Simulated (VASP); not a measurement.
Here is a VASP 6.6.1 calculation.

Contents of INCAR:

```
SYSTEM = Pb
  PREC = Accurate
  ENCUT = 520
  EDIFF = 1E-7
  ISMEAR = -1
  SIGMA = 0.05
  LREAL = .FALSE.
  LASPH = .TRUE.
  NELM = 100
  ALGO = Normal
  ISIF = 2
  LWAVE = .FALSE.
  LCHARG = .FALSE.
  GGA = PE
  ALDAC = 0.0
  AGGAC = 0.0
  NBANDS = 13
```

The input KPOINTS:

```
regular mesh
0
G
  9 9 9
  0 0 0
```

Contents of POSCAR:

```
Pb
1.0
    0.0000000000      2.4415696833      2.4415696833
    2.4415696833      0.0000000000      2.4415696833
    2.4415696833      2.4415696833      0.0000000000
Pb
1
Direct
    0.0000000000      0.0000000000      0.0000000000
```

Potentials or basis: VASP PAW PBE potentials, release 64 (Pb_d).

Run with:

```bash
$ cat potpaw_PBE.64/Pb_d/POTCAR > POTCAR
$ mpirun -np 1 vasp_std > vasp.out
```

(1) Estimate the pressure.

(2) What does it give for the band gap on the k mesh?

Results:

(1) 14.5 GPa.

(2) zero (band 7 reaches 16.89 eV, above the bottom of band 8 at 7.72 eV).

Caveat: spin-orbit coupling is left out, which moves the levels of the heavy elements.
